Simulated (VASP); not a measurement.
Write the native input for VASP 6.6.1 that does the following.

```
Task                   : single point
Functional             : PBE
Potentials or basis    : VASP PAW PBE potentials, release 64 (Zr_sv)
Cutoff                 : 520 eV
k mesh                 : 10 × 10 × 10
Occupations            : gaussian, width 0.05 eV
Spin                   : no spin polarisation
Dipole correction      : no
Further INCAR settings : ALGO = Normal; EDIFF = 1e-07; NBANDS = 12
```

The structure of Zr lies in POSCAR:

```
Zr
1.0
    0.0000000000      2.2550000000      2.2550000000
    2.2550000000      0.0000000000      2.2550000000
    2.2550000000      2.2550000000      0.0000000000
Zr
1
Direct
    0.0000000000      0.0000000000      0.0000000000
```

This isn't the form of Zr at room conditions, which is hcp.

These files were run (other wordings do the same):

INCAR

```
SYSTEM = Zr
  PREC = Accurate
  ENCUT = 520
  EDIFF = 1E-7
  ISMEAR = 0
  SIGMA = 0.05
  LREAL = .FALSE.
  LASPH = .TRUE.
  NELM = 60
  ALGO = Normal
  ISIF = 2
  LWAVE = .FALSE.
  LCHARG = .FALSE.
  GGA = PE
  NBANDS = 12
```

KPOINTS

```
regular mesh
0
G
  10 10 10
  0 0 0
```

Potentials or basis: VASP PAW PBE potentials, release 64 (Zr_sv).

The run is started by

```sh
$ cat potpaw_PBE.64/Zr_sv/POTCAR > POTCAR
$ mpirun -np 1 vasp_std > vasp.out
```

Results of the run:

* Pressure: 1.3 GPa
* Band gap on the k mesh: zero (bands 6 and 7 overlap by 1.29 eV)

Run time: 5.2 s on 1 thread of Intel(R) Xeon(R) 6975P-C (Granite Rapids), on a shared host, peak memory 0.14 GiB.
